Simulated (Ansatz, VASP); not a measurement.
**One calculation of GaAs, two programs**

File POSCAR:

```
GaAs
1.0
    0.0000000000      2.8887708581      2.8887708581
    2.8887708581      0.0000000000      2.8887708581
    2.8887708581      2.8887708581      0.0000000000
Ga As
1 1
Direct
    0.0000000000      0.0000000000      0.0000000000
    0.2500000000      0.2500000000      0.2500000000
```

File INCAR.step1:

```
SYSTEM = GaAs
  ALGO = Normal
  EDIFF = 1E-4
  ENCUT = 520
  GGA = PE
  ISMEAR = 0
  LASPH = .TRUE.
  LCHARG = .FALSE.
  LREAL = .FALSE.
  LWAVE = .TRUE.
  NBANDS = 16
  NELM = 100
  PREC = Accurate
  SIGMA = 0.02
```

File INCAR.step2:

```
SYSTEM = GaAs
  ALGO = Normal
  EDIFF = 1E-6
  ENCUT = 520
  ISIF = 2
  ISMEAR = 0
  ISTART = 1
  LASPH = .TRUE.
  LCHARG = .TRUE.
  LELF = .TRUE.
  LMIXTAU = .TRUE.
  LREAL = .FALSE.
  LVHAR = .TRUE.
  LWAVE = .FALSE.
  METAGGA = R2SCAN
  NBANDS = 16
  NELM = 100
  PREC = Accurate
  SIGMA = 0.02
```

Contents of KPOINTS:

```
k-points
0
G
  8 8 8
  0 0 0
```

Input for Ansatz:

```yaml
crystal:
  lattice:
    - [0.0, 2.8887708573, 2.8887708573]
    - [2.8887708573, 0.0, 2.8887708573]
    - [2.8887708573, 2.8887708573, 0.0]
  atoms:
    - { symbol: Ga, position: [0.0, 0.0, 0.0] }
    - { symbol: As, position: [0.25, 0.25, 0.25] }
basis:
  ecutwfc: 500
kpoints:
  mp_grid: { grid: [8, 8, 8] }
hamiltonian:
  xc: r2scan
scf:
  occupations: { method: gaussian, width: 0.02 }
output:
  forces: true
  stress: true
  eigenvalues: true
```

Alike in both runs: task single point; functional r2SCAN; k mesh 8 × 8 × 8; occupations gaussian, width 0.02 eV; no spin polarisation.

|  | VASP | Ansatz |
| --- | --- | --- |
| version | VASP 6.6.1 | Ansatz 0.2.0 |
| potentials or method | VASP PAW PBE potentials, release 64 (Ga_d, As), cutoff 520 eV | scalar-relativistic, plane waves, PAW |
| valence electrons in the cell | 18 | 28 |

Ansatz gave:

* gap on the k mesh at the Fermi level (eV): 0.50
* least direct gap on the mesh (eV): 0.50
* pressure (GPa): -3.7

Task: Estimate VASP's values.

Result: gap on the k mesh at the Fermi level (eV): 0.48; least direct gap on the mesh (eV): 0.48; pressure (GPa): -3.6.

VASP's potentials were made for PBE, not for r2SCAN. The functional is the same, so the differences come from potentials, cutoffs and numerics. VASP's potentials hold 18 valence electrons a cell and Ansatz's 28, so a difference there can come from the potentials and not from the codes.
